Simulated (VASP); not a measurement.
# TiSn (Fm-3m) in VASP: further runs

The runs below take TiSn through single point, with PBE.

All numbers are computed with VASP 6.6.1; they aren't measurements. Logs are shortened: lines on timing, memory, paths and dates and some standing lists are left out, and cuts for length are marked.

## (1) The cell of the first run

Symmetry: Fm-3m, No. 225, cubic system. The conventional cell has a = 5.601 Å, b = 5.601 Å, c = 5.601 Å, α = 90.00°, β = 90.00°, γ = 90.00°. Within 3.7 Å of Ti (site symmetry m-3m) lie 6 Sn at 2.80 Å. Sn (site symmetry m-3m) has 6 Ti at 2.80 Å within 3.7 Å.

## (2) Single point, PBE

File INCAR:

```
SYSTEM = TiSn
PREC = Accurate
ENCUT = 520
EDIFF = 1E-6
ISMEAR = 0
SIGMA = 0.1
LREAL = .False.
LASPH = .True.
NELM = 100
ALGO = Normal
ISIF = 2
LWAVE = .False.
LCHARG = .False.
GGA = PE
NBANDS = 20
```

File KPOINTS:

```
Automatic mesh
0
Gamma
  18 18 18
  0 0 0
```

File POSCAR:

```
TiSn
1.0
    0.0000000000      2.8006375939      2.8006375939
    2.8006375939      0.0000000000      2.8006375939
    2.8006375939      2.8006375939      0.0000000000
Ti Sn
1 1
Direct
    0.5000000000      0.5000000000      0.5000000000
    0.0000000000      0.0000000000      0.0000000000
```

Potentials or basis: VASP PAW PBE potentials, release 64 (Ti_sv, Sn_d).

Command:

```sh
$ cat potpaw_PBE.64/Ti_sv/POTCAR potpaw_PBE.64/Sn_d/POTCAR > POTCAR
$ mpirun -np 1 vasp_std > vasp.out
```

OUTCAR:

```text
SYSTEM = TiSn
   PREC = Accurate
   ENCUT = 520
   EDIFF = 1E-6
   ISMEAR = 0
   LREAL = .False.
   LASPH = .True.
   NELM = 100
   ISIF = 2
   GGA = PE

 ion  position               nearest neighbor table
   1  0.500  0.500  0.500-   2 2.80   2 2.80   2 2.80   2 2.80   2 2.80   2 2.80
   2  0.000  0.000  0.000-   1 2.80   1 2.80   1 2.80   1 2.80   1 2.80   1 2.80

  LATTYP: Found a face centered cubic cell.
 ALAT       =     5.6012751878

  Lattice vectors:

 A1 = (   0.0000000000,   2.8006375939,   2.8006375939)
 A2 = (   2.8006375939,   0.0000000000,   2.8006375939)
 A3 = (   2.8006375939,   2.8006375939,   0.0000000000)

Analysis of symmetry for initial positions (statically):
=====================================================================
 Subroutine PRICEL returns:
 Original cell was already a primitive cell.

 Routine SETGRP: Setting up the symmetry group for a
 face centered cubic supercell.

 Subroutine GETGRP returns: Found 48 space group operations
 (whereof 48 operations were pure point group operations)
 out of a pool of 48 trial point group operations.

The static configuration has the point symmetry O_h .

Analysis of symmetry for dynamics (positions and initial velocities):
=====================================================================
 Subroutine PRICEL returns:
 Original cell was already a primitive cell.

 Routine SETGRP: Setting up the symmetry group for a
 face centered cubic supercell.

 Subroutine GETGRP returns: Found 48 space group operations
 (whereof 48 operations were pure point group operations)
 out of a pool of 48 trial point group operations.

The dynamic configuration has the point symmetry O_h .

 Subroutine INISYM returns: Found 48 space group operations
 (whereof 48 operations are pure point group operations),
 and found     1 'primitive' translations

----------------------------------------------------------------------------------------

                                     Primitive cell

  volume of cell :      43.9340

  direct lattice vectors                    reciprocal lattice vectors
     0.000000000  2.800637594  2.800637594    -0.178530775  0.178530775  0.178530775
     2.800637594  0.000000000  2.800637594     0.178530775 -0.178530775  0.178530775
     2.800637594  2.800637594  0.000000000     0.178530775  0.178530775 -0.178530775

  length of vectors
     3.960699669  3.960699669  3.960699669     0.309224373  0.309224373  0.309224373

  position of ions in fractional coordinates (direct lattice)
     0.500000000  0.500000000  0.500000000
     0.000000000  0.000000000  0.000000000

  ion indices of the primitive-cell ions
   primitive index   ion index
                 1           1
                 2           2

----------------------------------------------------------------------------------------

 KPOINTS: Automatic mesh

Automatic generation of k-mesh.
 Grid dimensions read from file:
 generate k-points for:   18   18   18

 Generating k-lattice:

  Cartesian coordinates                     Fractional coordinates (reciprocal lattice)
    -0.009918376  0.009918376  0.009918376     0.055555556  0.000000000  0.000000000
     0.009918376 -0.009918376  0.009918376     0.000000000  0.055555556  0.000000000
     0.009918376  0.009918376 -0.009918376     0.000000000  0.000000000  0.055555556

  Length of vectors
     0.017179132  0.017179132  0.017179132

  Shift w.r.t. Gamma in fractional coordinates (k-lattice)
     0.000000000  0.000000000  0.000000000

 Subroutine IBZKPT returns following result:
 ===========================================

 Found    195 irreducible k-points:

 Following reciprocal coordinates:
            Coordinates               Weight
  0.000000  0.000000  0.000000      1.000000
  0.055556  0.000000  0.000000      8.000000
  0.111111  0.000000  0.000000      8.000000
  0.166667  0.000000  0.000000      8.000000
  0.222222  0.000000  0.000000      8.000000
  0.277778  0.000000  0.000000      8.000000
[... 16 lines left out ...]
 -0.277778  0.055556  0.000000     24.000000
 -0.222222  0.055556  0.000000     24.000000
 [... further k-points ...]
   k-points           NKPTS =    195   k-points in BZ     NKDIM =    195   number of bands    NBANDS=     20
   number of dos      NEDOS =    301   number of ions     NIONS =      2
   total plane-waves  NPLWV =  27000
   dimension x,y,z NGX =    30 NGY =   30 NGZ =   30
   dimension x,y,z NGXF=    60 NGYF=   60 NGZF=   60
   ions per type =               1   1
   NGX,Y,Z   is equivalent  to a cutoff of  12.59, 12.59, 12.59 a.u.
   NGXF,Y,Z  is equivalent  to a cutoff of  25.18, 25.18, 25.18 a.u.
 SYSTEM =  TiSn
   PREC   = accura    normal or accurate (medium, high low for compatibility)
   ISTART =      0    job   : 0-new  1-cont  2-samecut
   ICHARG =      2    charge: 1-file 2-atom 10-const
   ISPIN  =      1    spin polarized calculation?
   LNONCOLLINEAR =      F non collinear calculations
   LSORBIT =      F    spin-orbit coupling
   LASPH  =      T    aspherical Exc in radial PAW
   ENCUT  =  520.0 eV  38.22 Ry    6.18 a.u.   7.36  7.36  7.36*2*pi/ulx,y,z
   NELM   =    100;   NELMIN=  2; NELMDL= -5     # of ELM steps
   EDIFF  = 0.1E-05   stopping-criterion for ELM
   LREAL  =      F    real-space projection
   EDIFFG = 0.1E-04   stopping-criterion for IOM
   NSW    =      0    number of steps for IOM
   IBRION =     -1    ionic relax: 0-MD 1-quasi-New 2-CG
   NFREE  =      0    steps in history (QN), initial steepest desc. (CG)
   ISIF   =      2    stress and relaxation
   ISYM   =      2    0-nonsym 1-usesym 2-fastsym
   POTIM  = 0.5000    time-step for ionic-motion
   TEBEG  =    0.0;   TEEND  =   0.0 temperature during run
   PSTRESS=    0.0 pullay stress
   NELECT =      26.0000    total number of electrons
   NUPDOWN=      -1.0000    fix difference up-down
   EMIN   =  10.00;   EMAX   =-10.00  energy-range for DOS
   EFERMI =   0.00;   METHOD = LEGACY
   ISMEAR =     0;   SIGMA  =   0.10  broadening in eV -4-tet -1-fermi 0-gaus
   EFERMI_NEDOS =   21; number of points for ismear=-14 and -15
   IALGO  =     38    algorithm
   IMIX   =      4    mixing-type and parameters
     AMIX     =   0.40;   BMIX     =  1.00
     AMIX_MAG =   1.60;   BMIX_MAG =  1.00
  volume/ion in A,a.u.               =      21.97       148.24
  Fermi-wavevector in a.u.,A,eV,Ry     =   1.374461  2.597354 25.703345  1.889143
  Thomas-Fermi vector in A             =   2.499885
   LORBIT       =      0    0 simple, 1 ext, 2 COOP (PROOUT), +10 PAW based schemes
   GGA     = PE    functional components
   LHFCALC =     F    Hartree Fock is set to
   AEXX    =    0.0000 exact exchange contribution
   IVDW    =     0    specifies the selected vdW correction
   LEPSILON=     F    determine dielectric tensor
   LRPA    =     F    only Hartree local field effects (RPA)
 non-spin polarized calculation
 Gauss-broadening in eV      SIGMA  =   0.10
  energy-cutoff  :      520.00
  volume of cell :       43.93
 maximum number of plane-waves:      1243
 NGX is ok and might be reduce to    30
   NGX = 15   NGY = 15   NGZ = 15

 number of electron      26.0000014 magnetization

 Free energy of the ion-electron system (eV)
  ---------------------------------------------------
  ext. energy  EPLUGINS =         0.00000000
  ---------------------------------------------------
  free energy    TOTEN  =       -11.80894183 eV

  energy without entropy =      -11.80493725  energy(sigma->0) =      -11.80693954

 E-fermi :   8.1942     XC(G=0): -10.8236

 val. band max:        8.1894514811   @ k =   0.1111   0.1111   0.0000
 cond. band min:       8.1959549189   @ k =   0.2222   0.1667   0.0000
 fundamental gap:      0.0065034378
 Fermi energy:         8.1941899622

 k-point     1 :       0.0000    0.0000    0.0000
  band No.  band energies     occupation
      1     -49.1381      2.00000
      2     -25.4006      2.00000
      3     -25.4006      2.00000
      4     -25.4006      2.00000
      5     -12.6883      2.00000
      6     -12.6883      2.00000
[... 12 lines left out ...]
     19      16.0208      0.00000
     20      16.7048      0.00000

 k-point     2 :       0.0556    0.0000    0.0000
  band No.  band energies     occupation
      1     -49.1380      2.00000
      2     -25.4016      2.00000
      3     -25.4009      2.00000
      4     -25.4009      2.00000
      5     -12.6874      2.00000
      6     -12.6874      2.00000
[... 12 lines left out ...]
     19      15.9895      0.00000
     20      16.9058      0.00000

 k-point     3 :       0.1111    0.0000    0.0000
  band No.  band energies     occupation
      1     -49.1378      2.00000
      2     -25.4043      2.00000
      3     -25.4016      2.00000
      4     -25.4016      2.00000
      5     -12.6848      2.00000
      6     -12.6848      2.00000
[... 12 lines left out ...]
     19      15.8593      0.00000
     20      17.2606      0.00000

 k-point     4 :       0.1667    0.0000    0.0000
  band No.  band energies     occupation
      1     -49.1375      2.00000
      2     -25.4086      2.00000
      3     -25.4027      2.00000
      4     -25.4027      2.00000
      5     -12.6809      2.00000
      6     -12.6809      2.00000
[... 12 lines left out ...]
     19      15.5497      0.00000
     20      17.5724      0.00000

 k-point     5 :       0.2222    0.0000    0.0000
  band No.  band energies     occupation
      1     -49.1372      2.00000
      2     -25.4139      2.00000
      3     -25.4040      2.00000
      4     -25.4040      2.00000
      5     -12.6762      2.00000
      6     -12.6762      2.00000
[... 12 lines left out ...]
     19      15.0985      0.00000
     20      17.3236      0.00000

 k-point     6 :       0.2778    0.0000    0.0000
  band No.  band energies     occupation
      1     -49.1368      2.00000
      2     -25.4195      2.00000
      3     -25.4055      2.00000
      4     -25.4055      2.00000
      5     -12.6715      2.00000
      6     -12.6715      2.00000
[... 12 lines left out ...]
     19      14.6103      0.00000
     20      16.7091      0.00000

 k-point     7 :       0.3333    0.0000    0.0000
  band No.  band energies     occupation
      1     -49.1365      2.00000
      2     -25.4247      2.00000
      3     -25.4069      2.00000
      4     -25.4069      2.00000
      5     -12.6672      2.00000
      6     -12.6672      2.00000
[... 12 lines left out ...]
     19      14.1636      0.00000
     20      16.1363      0.00000
[... 277 lines left out ...]
 k-point    20 :      -0.4444    0.0556    0.0000
  band No.  band energies     occupation
      1     -49.1359      2.00000
      2     -25.4319      2.00000
      3     -25.4093      2.00000
      4     -25.4090      2.00000
      5     -12.6628      2.00000
      6     -12.6606      2.00000
[... 12 lines left out ...]
     19      14.1780      0.00000
     20      15.3759      0.00000

 k-point    21 :      -0.3889    0.0556    0.0000
  band No.  band energies     occupation
      1     -49.1361      2.00000
      2     -25.4298      2.00000
      3     -25.4088      2.00000
      4     -25.4084      2.00000
      5     -12.6649      2.00000
      6     -12.6617      2.00000
[... 12 lines left out ...]
     19      14.3824      0.00000
     20      15.3019      0.00000

 k-point    22 :      -0.3333    0.0556    0.0000
  band No.  band energies     occupation
      1     -49.1363      2.00000
      2     -25.4261      2.00000
      3     -25.4077      2.00000
      4     -25.4074      2.00000
      5     -12.6682      2.00000
      6     -12.6641      2.00000
[... 12 lines left out ...]
     19      14.2449      0.00000
     20      15.6206      0.00000

 k-point    23 :      -0.2778    0.0556    0.0000
  band No.  band energies     occupation
      1     -49.1366      2.00000
      2     -25.4213      2.00000
      3     -25.4064      2.00000
      4     -25.4061      2.00000
      5     -12.6721      2.00000
      6     -12.6678      2.00000
[... 12 lines left out ...]
     19      14.6194      0.00000
     20      16.1730      0.00000

 k-point    24 :      -0.2222    0.0556    0.0000
  band No.  band energies     occupation
      1     -49.1370      2.00000
      2     -25.4160      2.00000
      3     -25.4049      2.00000
      4     -25.4047      2.00000
      5     -12.6764      2.00000
      6     -12.6723      2.00000
[... 12 lines left out ...]
     19      15.0835      0.00000
     20      16.8277      0.00000

 [... further k-points ...]

------------------------ aborting loop because EDIFF is reached ----------------------------------------

  FORCE on cell =-STRESS in cart. coord.  units (eV):
  Direction    XX          YY          ZZ          XY          YZ          ZX
  --------------------------------------------------------------------------------------
  -------------------------------------------------------------------------------------
  Total        0.0100472      0.0100472      0.0100472      0.0000000      0.0000000     -0.0000000
  in kB        0.3664008      0.3664008      0.3664008      0.0000000      0.0000000     -0.0000000
  external PRESSURE =       0.3664008 kB  Pullay stress =       0.0000000 kB

 VOLUME and BASIS-vectors are now :
 -----------------------------------------------------------------------------
  energy-cutoff  :      520.00
  volume of cell :       43.93
      direct lattice vectors                 reciprocal lattice vectors
     0.000000000  2.800637594  2.800637594    -0.178530775  0.178530775  0.178530775
     2.800637594  0.000000000  2.800637594     0.178530775 -0.178530775  0.178530775
     2.800637594  2.800637594  0.000000000     0.178530775  0.178530775 -0.178530775

 POSITION                                       TOTAL-FORCE (eV/Angst)
 -----------------------------------------------------------------------------------
      2.80064      2.80064      2.80064        -0.000000     -0.000000     -0.000000
      0.00000      0.00000      0.00000         0.000000      0.000000      0.000000
 -----------------------------------------------------------------------------------
    total drift:                                0.000000      0.000000      0.000000

  FREE ENERGIE OF THE ION-ELECTRON SYSTEM (eV)
  ---------------------------------------------------
  free  energy   TOTEN  =       -11.8089418251 eV

  energy  without entropy=      -11.8049372534  energy(sigma->0) =      -11.80693954
```

Wall time 2.5 min (1 thread of Intel Xeon Platinum 8488C (Sapphire Rapids), shared host); peak memory 0.3 GiB.

Results:

```yaml
Free_energy: -11.8089 eV
Pressure: 0.0 GPa
Band_gap_on_the_k_mesh: zero (band 13 reaches 8.37 eV, above the bottom of band 14 at 8.03 eV)
```

Levels at points of the mesh, in eV from the Fermi level:
| k point | band 11 | band 12 | band 13 | band 14 | band 15 | band 16 |
| --- | --- | --- | --- | --- | --- | --- |
| (0.00, 0.00, 0.00) | 0.10 | 0.10 | 0.10 | 0.44 | 0.44 | 3.33 |
| (0.50, 0.00, 0.00) | -4.61 | -1.45 | -1.45 | 0.96 | 0.96 | 1.42 |
| (0.50, 0.50, 0.00) | -3.37 | -0.98 | 0.18 | 0.18 | 0.84 | 1.29 |

Caveat: spin-orbit coupling is left out, which moves the levels of the heavy elements.

## (3) Single point, PBE

This run uses another cell than the first one, of 21.32 Å³/atom, 0.970 times its volume.

File INCAR:

```
PREC     = Accurate       # precision mode
ENCUT    = 520            # plane-wave cutoff, eV
EDIFF    = 1E-6           # SCF threshold, eV
ISMEAR   = 0              # smearing method
SIGMA    = 0.1            # smearing width, eV
LREAL    = F              # projectors in reciprocal space
LASPH    = T              # aspherical terms in the spheres
NELM     = 80             # most SCF steps
ALGO     = Normal         # electronic algorithm
ISIF     = 2              # what is computed and relaxed
LWAVE    = F              # write WAVECAR
LCHARG   = F              # write CHGCAR
GGA      = PE             # functional
NBANDS   = 20             # bands
```

File KPOINTS:

```
Automatic mesh
0
Gamma
  6 6 6
```

File POSCAR:

```
TiSn
1.0
    0.0000000000      2.7727163500      2.7727163500
    2.7727163500      0.0000000000      2.7727163500
    2.7727163500      2.7727163500      0.0000000000
Ti Sn
1 1
Direct
    0.5000000000      0.5000000000      0.5000000000
    0.0000000000      0.0000000000      0.0000000000
```

Potentials or basis: VASP PAW PBE potentials, release 64 (Ti_sv, Sn_d).

Command:

```sh
$ cat potpaw_PBE.64/Ti_sv/POTCAR potpaw_PBE.64/Sn_d/POTCAR > POTCAR
$ mpirun -np 1 vasp_std > vasp.out
```

Wall time 15 s (1 thread of Intel Xeon 6975P-C, shared host); peak memory 0.17 GiB.

The run converged. Its results:

```yaml
Free_energy: -11.7897 eV
Pressure: 2.6 GPa
Band_gap_on_the_k_mesh: zero (band 13 reaches 8.74 eV, above the bottom of band 14 at 8.43 eV)
```

Levels at points of the mesh, in eV from the Fermi level:
```csv
k point,band 11,band 12,band 13,band 14,band 15,band 16
"(0.00, 0.00, 0.00)",0.16,0.16,0.16,0.53,0.53,3.50
"(0.50, 0.00, 0.00)",-4.68,-1.44,-1.44,1.06,1.06,1.55
"(0.50, 0.50, 0.00)",-3.41,-0.98,0.25,0.25,0.96,1.41
```

Caveat: spin-orbit coupling is left out, which moves the levels of the heavy elements.

## (4) Single point, PBE

File INCAR:

```
PREC = Accurate
ENCUT = 520
EDIFF = 1E-6
ISMEAR = 0
SIGMA = 0.1
LREAL = F
LASPH = T
NELM = 100
ALGO = Fast
ISIF = 2
LWAVE = F
LCHARG = T
GGA = PE
LELF = T
LVHAR = T
NBANDS = 20
```

File KPOINTS:

```
regular mesh
0
Gamma
  6 6 6
```

File POSCAR:

```
TiSn
1.0
    0.0000000000      2.8014640301      2.8014640301
    2.8014640301      0.0000000000      2.8014640301
    2.8014640301      2.8014640301      0.0000000000
Ti Sn
1 1
Direct
    0.5000000000      0.5000000000      0.5000000000
    0.0000000000      0.0000000000      0.0000000000
```

Command:

```sh
$ cat potpaw_PBE.64/Ti_sv/POTCAR potpaw_PBE.64/Sn_d/POTCAR > POTCAR
$ mpirun -np 1 vasp_std > vasp.out
```

It took 38 s on 1 thread of Intel Xeon 6975P-C, shared host; peak memory 0.17 GiB.

It converged, with:

* Free energy: -11.8004 eV
* Pressure: -0.2 GPa
* Band gap on the k mesh: zero (band 13 reaches 8.36 eV, above the bottom of band 14 at 8.08 eV)

Levels at points of the mesh, in eV from the Fermi level:
| k point | band 9 | band 10 | band 11 | band 12 | band 13 | band 14 | band 15 | band 16 | band 17 | band 18 |
| --- | --- | --- | --- | --- | --- | --- | --- | --- | --- | --- |
| (0.00, 0.00, 0.00) | -20.78 | -9.63 | 0.15 | 0.15 | 0.15 | 0.50 | 0.50 | 3.37 | 3.37 | 3.37 |
| (0.50, 0.00, 0.00) | -20.75 | -7.00 | -4.56 | -1.40 | -1.40 | 1.02 | 1.02 | 1.48 | 5.35 | 6.31 |
| (0.50, 0.50, 0.00) | -20.73 | -6.91 | -3.32 | -0.92 | 0.22 | 0.22 | 0.90 | 1.35 | 1.35 | 2.09 |

Caveat: spin-orbit coupling is left out, which moves the levels of the heavy elements.

## (5) Summary

```csv
cell,k mesh,gap on the mesh (eV),pressure (GPa)
"a = 3.961 Å, angles 60.0°, 2 atoms",18 × 18 × 18,none,0.0
"a = 3.921 Å, angles 60.0°, 2 atoms",6 × 6 × 6,none,2.6
"a = 3.962 Å, angles 60.0°, 2 atoms",6 × 6 × 6,none,-0.2
```

Alike in all rows: task single point; level PBE; potentials or basis VASP PAW PBE potentials, release 64 (Ti_sv, Sn_d); no spin polarisation; cutoff (eV) 520; smearing gaussian 0.1 eV.

Caveats: spin-orbit coupling is left out, which moves the levels of the heavy elements.

Absolute energies hang on the potentials; compare differences alone.
